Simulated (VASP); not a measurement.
# Ag (Fm-3m) in VASP: notebook

Runs on Ag. Level: RPBE. Tasks: single point.

Program: VASP 6.6.1. These are calculated values, not measurements. Logs are shortened: lines on timing, memory, paths and dates and some standing lists are left out, and cuts for length are marked.

### Step 1. The cell of the first run

Symmetry: Fm-3m, No. 225, cubic system. The conventional cell has a = 4.268 Å, b = 4.268 Å, c = 4.268 Å, α = 90.00°, β = 90.00°, γ = 90.00°. Within 4.0 Å of Ag (site symmetry m-3m) lie 12 Ag at 3.02 Å.

### Step 2. Single point, RPBE (volume scaled by 1.04)

INCAR reads:

```
PREC = Accurate
ENCUT = 520
EDIFF = 1E-6
ISMEAR = -1
SIGMA = 0.1
LREAL = F
LASPH = T
NELM = 80
ALGO = Normal
ISIF = 2
LWAVE = F
LCHARG = F
GGA = RP
NBANDS = 12
```

KPOINTS reads:

```
Automatic mesh
0
Gamma
  21 21 21
```

POSCAR reads:

```
Ag
1.0
    0.0000000000      2.1339157912      2.1339157912
    2.1339157912      0.0000000000      2.1339157912
    2.1339157912      2.1339157912      0.0000000000
Ag
1
Direct
    0.0000000000      0.0000000000      0.0000000000
```

Potentials or basis: VASP PAW PBE potentials, release 64 (Ag).

On the command line:

```
$ cat potpaw_PBE.64/Ag/POTCAR > POTCAR
$ mpirun -np 1 vasp_std > vasp.out
```

OUTCAR:

```text
PREC = Accurate
   ENCUT = 520
   EDIFF = 1E-6
   ISMEAR = -1
   LREAL = F
   LASPH = T
   NELM = 80
   ISIF = 2
   GGA = RP

 ion  position               nearest neighbor table
   1  0.000  0.000  0.000-

  LATTYP: Found a face centered cubic cell.
 ALAT       =     4.2678315824

  Lattice vectors:

 A1 = (   0.0000000000,   2.1339157912,   2.1339157912)
 A2 = (   2.1339157912,   0.0000000000,   2.1339157912)
 A3 = (   2.1339157912,   2.1339157912,   0.0000000000)

Analysis of symmetry for initial positions (statically):
=====================================================================
 Subroutine PRICEL returns:
 Original cell was already a primitive cell.

 Routine SETGRP: Setting up the symmetry group for a
 face centered cubic supercell.

 Subroutine GETGRP returns: Found 48 space group operations
 (whereof 48 operations were pure point group operations)
 out of a pool of 48 trial point group operations.

The static configuration has the point symmetry O_h .

Analysis of symmetry for dynamics (positions and initial velocities):
=====================================================================
 Subroutine PRICEL returns:
 Original cell was already a primitive cell.

 Routine SETGRP: Setting up the symmetry group for a
 face centered cubic supercell.

 Subroutine GETGRP returns: Found 48 space group operations
 (whereof 48 operations were pure point group operations)
 out of a pool of 48 trial point group operations.

The dynamic configuration has the point symmetry O_h .

 Subroutine INISYM returns: Found 48 space group operations
 (whereof 48 operations are pure point group operations),
 and found     1 'primitive' translations

----------------------------------------------------------------------------------------

                                     Primitive cell

  volume of cell :      19.4340

  direct lattice vectors                    reciprocal lattice vectors
     0.000000000  2.133915791  2.133915791    -0.234311027  0.234311027  0.234311027
     2.133915791  0.000000000  2.133915791     0.234311027 -0.234311027  0.234311027
     2.133915791  2.133915791  0.000000000     0.234311027  0.234311027 -0.234311027

  length of vectors
     3.017812653  3.017812653  3.017812653     0.405838603  0.405838603  0.405838603

  position of ions in fractional coordinates (direct lattice)
     0.000000000  0.000000000  0.000000000

  ion indices of the primitive-cell ions
[... 74 lines left out ...]
   EDIFF  = 0.1E-05   stopping-criterion for ELM
   LREAL  =      F    real-space projection
   EDIFFG = 0.1E-04   stopping-criterion for IOM
   NSW    =      0    number of steps for IOM
   IBRION =     -1    ionic relax: 0-MD 1-quasi-New 2-CG
   NFREE  =      0    steps in history (QN), initial steepest desc. (CG)
   ISIF   =      2    stress and relaxation
   ISYM   =      2    0-nonsym 1-usesym 2-fastsym
   POTIM  = 0.5000    time-step for ionic-motion
   TEBEG  =    0.0;   TEEND  =   0.0 temperature during run
   PSTRESS=    0.0 pullay stress
   NELECT =      11.0000    total number of electrons
   NUPDOWN=      -1.0000    fix difference up-down
   EMIN   =  10.00;   EMAX   =-10.00  energy-range for DOS
   EFERMI =   0.00;   METHOD = LEGACY
   ISMEAR =    -1;   SIGMA  =   0.10  broadening in eV -4-tet -1-fermi 0-gaus
   EFERMI_NEDOS =   21; number of points for ismear=-14 and -15
   IALGO  =     38    algorithm
   IMIX   =      4    mixing-type and parameters
     AMIX     =   0.40;   BMIX     =  1.00
     AMIX_MAG =   1.60;   BMIX_MAG =  1.00
  volume/ion in A,a.u.               =      19.43       131.15
  Fermi-wavevector in a.u.,A,eV,Ry     =   1.354207  2.559081 24.951413  1.833877
  Thomas-Fermi vector in A             =   2.481398
   LORBIT       =      0    0 simple, 1 ext, 2 COOP (PROOUT), +10 PAW based schemes
   GGA     = RP    functional components
   LHFCALC =     F    Hartree Fock is set to
   AEXX    =    0.0000 exact exchange contribution
   IVDW    =     0    specifies the selected vdW correction
   LEPSILON=     F    determine dielectric tensor
   LRPA    =     F    only Hartree local field effects (RPA)
 non-spin polarized calculation
  energy-cutoff  :      520.00
  volume of cell :       19.43
 maximum number of plane-waves:       535
   NGX = 11   NGY = 11   NGZ = 11

 number of electron      10.9999999 magnetization

 Free energy of the ion-electron system (eV)
  ---------------------------------------------------
  ext. energy  EPLUGINS =         0.00000000
  ---------------------------------------------------
  free energy    TOTEN  =        -2.19752455 eV

  energy without entropy =       -2.18675958  energy(sigma->0) =       -2.19214206

 E-fermi :   6.9465     XC(G=0): -11.3004

 val. band max:        6.9233646489   @ k =   0.4286   0.3810   0.0000
 cond. band min:       6.9512141788   @ k =  -0.2857   0.2381   0.0952
 fundamental gap:      0.0278495299
 Fermi energy:         6.9464741599

 k-point     1 :       0.0000    0.0000    0.0000
  band No.  band energies     occupation
      1       0.0679      2.00000
      2       2.4943      2.00000
      3       2.4943      2.00000
      4       2.4943      2.00000
      5       3.3058      2.00000
      6       3.3058      2.00000
      7      22.5607      0.00000
      8      25.4135      0.00000
      9      25.4135      0.00000
     10      25.4135      0.00000
     11      29.8562      0.00000
     12      30.3316      0.00000
[... 331 lines left out ...]
 k-point    24 :      -0.3810    0.0476    0.0000
  band No.  band energies     occupation
      1       1.3293      2.00000
      2       2.5139      2.00000
      3       2.5442      2.00000
      4       3.7371      2.00000
      5       3.7531      2.00000
      6       5.4023      2.00000
      7      12.0283      0.00000
      8      21.8144      0.00000
      9      23.0844      0.00000
     10      24.1613      0.00000
     11      27.9640      0.00000
     12      28.3868      0.00000

 [... further k-points ...]
[... 5 lines left out ...]
  --------------------------------------------------------------------------------------
  -------------------------------------------------------------------------------------
  Total       -0.3113109     -0.3113109     -0.3113109      0.0000000      0.0000000      0.0000000
  in kB      -25.6651071    -25.6651071    -25.6651071      0.0000000      0.0000000      0.0000000
  external PRESSURE =     -25.6651071 kB  Pullay stress =       0.0000000 kB

 VOLUME and BASIS-vectors are now :
 -----------------------------------------------------------------------------
  energy-cutoff  :      520.00
  volume of cell :       19.43
      direct lattice vectors                 reciprocal lattice vectors
     0.000000000  2.133915791  2.133915791    -0.234311027  0.234311027  0.234311027
     2.133915791  0.000000000  2.133915791     0.234311027 -0.234311027  0.234311027
     2.133915791  2.133915791  0.000000000     0.234311027  0.234311027 -0.234311027

 POSITION                                       TOTAL-FORCE (eV/Angst)
 -----------------------------------------------------------------------------------
      0.00000      0.00000      0.00000        -0.000000      0.000000      0.000000
 -----------------------------------------------------------------------------------
    total drift:                               -0.000000      0.000000     -0.000000

  FREE ENERGIE OF THE ION-ELECTRON SYSTEM (eV)
  ---------------------------------------------------
  free  energy   TOTEN  =        -2.1975245467 eV

  energy  without entropy=       -2.1867595756  energy(sigma->0) =       -2.19214206
```

OSZICAR:

```text
N       E                     dE             d eps       ncg     rms          rms(c)
DAV:   1     0.520232315115E+02    0.52023E+02   -0.53888E+03  6968   0.809E+02
DAV:   2    -0.154481008929E+01   -0.53568E+02   -0.50441E+02  7960   0.188E+02
DAV:   3    -0.235394996833E+01   -0.80914E+00   -0.80871E+00  8156   0.247E+01
DAV:   4    -0.235652065529E+01   -0.25707E-02   -0.25706E-02  7892   0.146E+00
DAV:   5    -0.235654323953E+01   -0.22584E-04   -0.22584E-04  8228   0.125E-01    0.358E+00
DAV:   6    -0.220075039156E+01    0.15579E+00   -0.65656E-01  7596   0.719E+00    0.261E+00
DAV:   7    -0.219823026313E+01    0.25201E-02   -0.51996E-03  7932   0.715E-01    0.152E+00
DAV:   8    -0.219749892773E+01    0.73134E-03   -0.11884E-03  7464   0.309E-01    0.636E-02
DAV:   9    -0.219751593676E+01   -0.17009E-04   -0.15351E-05  8292   0.316E-02    0.294E-02
DAV:  10    -0.219752485054E+01   -0.89138E-05   -0.91568E-06  7612   0.303E-02    0.345E-03
DAV:  11    -0.219752454674E+01    0.30380E-06   -0.11324E-07  4476   0.308E-03
   1 F= -.21975245E+01 E0= -.21921421E+01  d E =-.107650E-01
```

stdout:

```text
POSCAR found type information on POSCAR Ag
 POSCAR found :  1 types and       1 ions
 scaLAPACK will be used
 -----------------------------------------------------------------------------
|                                                                             |
|                                                                             |
|     You enforced a specific xc type in the INCAR file but a different       |
|     I HOPE YOU KNOW WHAT YOU ARE DOING!                                     |
|                                                                             |
 -----------------------------------------------------------------------------

 LDA part: xc-table for (Slater+PW92), standard interpolation
 POSCAR, INCAR and KPOINTS ok, starting setup
 FFT: planning ... GRIDC
 FFT: planning ... GRID_SOFT
 FFT: planning ... GRID
 WAVECAR not read
 entering main loop
```

Run time: 31 s. Hardware: 1 thread of Intel Xeon Platinum 8259CL at 2.50GHz (Skylake/Cascade Lake), shared host; peak memory 0.19 GiB.

What came out:

```yaml
Free_energy: -2.1975 eV
Pressure: -2.6 GPa
```

Caveat: the PAW data sets were made with another functional, which shifts forces and pressure a little.

### Step 3. Single point, RPBE (volume scaled by 1.08)

INCAR reads:

```
SYSTEM = Ag
PREC     = Accurate       ! precision mode
ENCUT    = 520            ! plane-wave cutoff, eV
EDIFF    = 1E-6           ! SCF threshold, eV
ISMEAR   = -1             ! smearing method
SIGMA    = 0.1            ! smearing width, eV
LREAL    = .FALSE.        ! projectors in reciprocal space
LASPH    = .TRUE.         ! aspherical terms in the spheres
NELM     = 100            ! most SCF steps
ALGO     = Normal         ! electronic algorithm
ISIF     = 2              ! what is computed and relaxed
LWAVE    = .FALSE.        ! write WAVECAR
LCHARG   = .FALSE.        ! write CHGCAR
GGA      = RP             ! functional
NBANDS   = 12             ! bands
```

KPOINTS reads:

```
regular mesh
0
G
  21 21 21
  0 0 0
```

POSCAR reads:

```
Ag
1.0
    0.0000000000      2.1609302513      2.1609302513
    2.1609302513      0.0000000000      2.1609302513
    2.1609302513      2.1609302513      0.0000000000
Ag
1
Direct
    0.0000000000      0.0000000000      0.0000000000
```

Potentials or basis: VASP PAW PBE potentials, release 64 (Ag).

On the command line:

```
$ cat potpaw_PBE.64/Ag/POTCAR > POTCAR
$ mpirun -np 1 vasp_std > vasp.out
```

Wall time 32 s (1 thread of Intel Xeon Platinum 8259CL at 2.50GHz (Skylake/Cascade Lake), shared host); peak memory 0.19 GiB.

It converged, with:

* Free energy: -2.1812 eV
* Pressure: -4.5 GPa

Levels at points of the mesh, in eV from the Fermi level:
```tsv
k point	band 4	band 5	band 6	band 7	band 8	band 9
(0.00, 0.00, 0.00)	-4.35	-3.59	-3.59	15.49	18.13	18.13
```

Caveat: the PAW data sets were made with another functional, which shifts forces and pressure a little.

### Step 4. Single point, RPBE (volume scaled by 1.12)

INCAR reads:

```
SYSTEM = Ag
ALGO = Normal
EDIFF = 1E-6
ENCUT = 520
GGA = RP
ISIF = 2
ISMEAR = -1
LASPH = .True.
LCHARG = .False.
LREAL = .False.
LWAVE = .False.
NBANDS = 12
NELM = 80
PREC = Accurate
SIGMA = 0.1
```

KPOINTS reads:

```
k-points
0
Gamma
  21 21 21
  0 0 0
```

POSCAR reads:

```
Ag
1.0
    0.0000000000      2.1872856567      2.1872856567
    2.1872856567      0.0000000000      2.1872856567
    2.1872856567      2.1872856567      0.0000000000
Ag
1
Direct
    0.0000000000      0.0000000000      0.0000000000
```

Potentials or basis: VASP PAW PBE potentials, release 64 (Ag).

On the command line:

```
$ cat potpaw_PBE.64/Ag/POTCAR > POTCAR
$ mpirun -np 1 vasp_std > vasp.out
```

OUTCAR:

```text
SYSTEM = Ag
   EDIFF = 1E-6
   ENCUT = 520
   GGA = RP
   ISIF = 2
   ISMEAR = -1
   LASPH = .True.
   LREAL = .False.
   NELM = 80
   PREC = Accurate

 ion  position               nearest neighbor table
   1  0.000  0.000  0.000-

  LATTYP: Found a face centered cubic cell.
 ALAT       =     4.3745713134

  Lattice vectors:

 A1 = (   0.0000000000,   2.1872856567,   2.1872856567)
 A2 = (   2.1872856567,   0.0000000000,   2.1872856567)
 A3 = (   2.1872856567,   2.1872856567,   0.0000000000)

Analysis of symmetry for initial positions (statically):
=====================================================================
 Subroutine PRICEL returns:
 Original cell was already a primitive cell.

 Routine SETGRP: Setting up the symmetry group for a
 face centered cubic supercell.

 Subroutine GETGRP returns: Found 48 space group operations
 (whereof 48 operations were pure point group operations)
 out of a pool of 48 trial point group operations.

The static configuration has the point symmetry O_h .

Analysis of symmetry for dynamics (positions and initial velocities):
=====================================================================
 Subroutine PRICEL returns:
 Original cell was already a primitive cell.

 Routine SETGRP: Setting up the symmetry group for a
 face centered cubic supercell.

 Subroutine GETGRP returns: Found 48 space group operations
 (whereof 48 operations were pure point group operations)
 out of a pool of 48 trial point group operations.

The dynamic configuration has the point symmetry O_h .

 Subroutine INISYM returns: Found 48 space group operations
 (whereof 48 operations are pure point group operations),
 and found     1 'primitive' translations

----------------------------------------------------------------------------------------

                                     Primitive cell

  volume of cell :      20.9289

  direct lattice vectors                    reciprocal lattice vectors
[... 105 lines left out ...]
     AMIX_MAG =   1.60;   BMIX_MAG =  1.00
  volume/ion in A,a.u.               =      20.93       141.24
  Fermi-wavevector in a.u.,A,eV,Ry     =   1.321164  2.496639 23.748637  1.745476
  Thomas-Fermi vector in A             =   2.450938
   LORBIT       =      0    0 simple, 1 ext, 2 COOP (PROOUT), +10 PAW based schemes
   GGA     = RP    functional components
   LHFCALC =     F    Hartree Fock is set to
   AEXX    =    0.0000 exact exchange contribution
   IVDW    =     0    specifies the selected vdW correction
   LEPSILON=     F    determine dielectric tensor
   LRPA    =     F    only Hartree local field effects (RPA)
 non-spin polarized calculation
  energy-cutoff  :      520.00
  volume of cell :       20.93
 maximum number of plane-waves:       576
   NGX = 11   NGY = 11   NGZ = 11

 number of electron      11.0000001 magnetization

 Free energy of the ion-electron system (eV)
  ---------------------------------------------------
  ext. energy  EPLUGINS =         0.00000000
  ---------------------------------------------------
  free energy    TOTEN  =        -2.15702006 eV

  energy without entropy =       -2.14642693  energy(sigma->0) =       -2.15172349

 E-fermi :   6.1106     XC(G=0): -10.8765

 val. band max:        6.0797262114   @ k =  -0.2857   0.2381   0.0952
 cond. band min:       6.1179524893   @ k =  -0.1905   0.3333   0.1429
 fundamental gap:      0.0382262778
 Fermi energy:         6.1105616175

 k-point     1 :       0.0000    0.0000    0.0000
  band No.  band energies     occupation
      1      -0.3052      2.00000
      2       1.8531      2.00000
      3       1.8531      2.00000
      4       1.8531      2.00000
      5       2.5615      2.00000
      6       2.5615      2.00000
      7      21.4804      0.00000
      8      23.9025      0.00000
      9      23.9025      0.00000
     10      23.9025      0.00000
     11      28.2153      0.00000
     12      28.3807      0.00000
[... 331 lines left out ...]
 k-point    24 :      -0.3810    0.0476    0.0000
  band No.  band energies     occupation
      1       0.8408      2.00000
      2       1.8726      2.00000
      3       1.8989      2.00000
      4       2.9536      2.00000
      5       2.9553      2.00000
      6       4.6944      2.00000
      7      10.8501      0.00000
      8      20.5960      0.00000
      9      21.5881      0.00000
     10      22.5078      0.00000
     11      26.2050      0.00000
     12      26.6535      0.00000

 [... further k-points ...]
[... 5 lines left out ...]
  --------------------------------------------------------------------------------------
  -------------------------------------------------------------------------------------
  Total       -0.7757191     -0.7757191     -0.7757191      0.0000000      0.0000000      0.0000000
  in kB      -59.3838783    -59.3838783    -59.3838783      0.0000000      0.0000000      0.0000000
  external PRESSURE =     -59.3838783 kB  Pullay stress =       0.0000000 kB

 VOLUME and BASIS-vectors are now :
 -----------------------------------------------------------------------------
  energy-cutoff  :      520.00
  volume of cell :       20.93
      direct lattice vectors                 reciprocal lattice vectors
     0.000000000  2.187285657  2.187285657    -0.228593827  0.228593827  0.228593827
     2.187285657  0.000000000  2.187285657     0.228593827 -0.228593827  0.228593827
     2.187285657  2.187285657  0.000000000     0.228593827  0.228593827 -0.228593827

 POSITION                                       TOTAL-FORCE (eV/Angst)
 -----------------------------------------------------------------------------------
      0.00000      0.00000      0.00000         0.000000      0.000000      0.000000
 -----------------------------------------------------------------------------------
    total drift:                                0.000000      0.000000     -0.000000

  FREE ENERGIE OF THE ION-ELECTRON SYSTEM (eV)
  ---------------------------------------------------
  free  energy   TOTEN  =        -2.1570200592 eV

  energy  without entropy=       -2.1464269250  energy(sigma->0) =       -2.15172349
```

Wall time 30 s (1 thread of Intel Xeon Platinum 8259CL at 2.50GHz (Skylake/Cascade Lake), shared host); peak memory 0.19 GiB.

What came out:

```
Free energy : -2.1570 eV
Pressure    : -5.9 GPa
```

Levels at points of the mesh, in eV from the Fermi level:
```tsv
k point	band 4	band 5	band 6	band 7	band 8	band 9
(0.00, 0.00, 0.00)	-4.26	-3.55	-3.55	15.37	17.79	17.79
```

Caveat: the PAW data sets were made with another functional, which shifts forces and pressure a little.

### Step 5. Summary

```tsv
cell	gap on the mesh (eV)	pressure (GPa)
a = 3.018 Å, angles 60.0°, 1 atom	none	-2.6
a = 3.056 Å, angles 60.0°, 1 atom	none	-4.5
a = 3.093 Å, angles 60.0°, 1 atom	none	-5.9
```

Alike in all rows: task single point; level RPBE; potentials or basis VASP PAW PBE potentials, release 64 (Ag); no spin polarisation; k mesh 21 × 21 × 21; cutoff (eV) 520; smearing fermi-dirac 0.1 eV.

Caveats: the PAW data sets were made with another functional, which shifts forces and pressure a little.

Absolute energies hang on the potentials; compare differences alone.
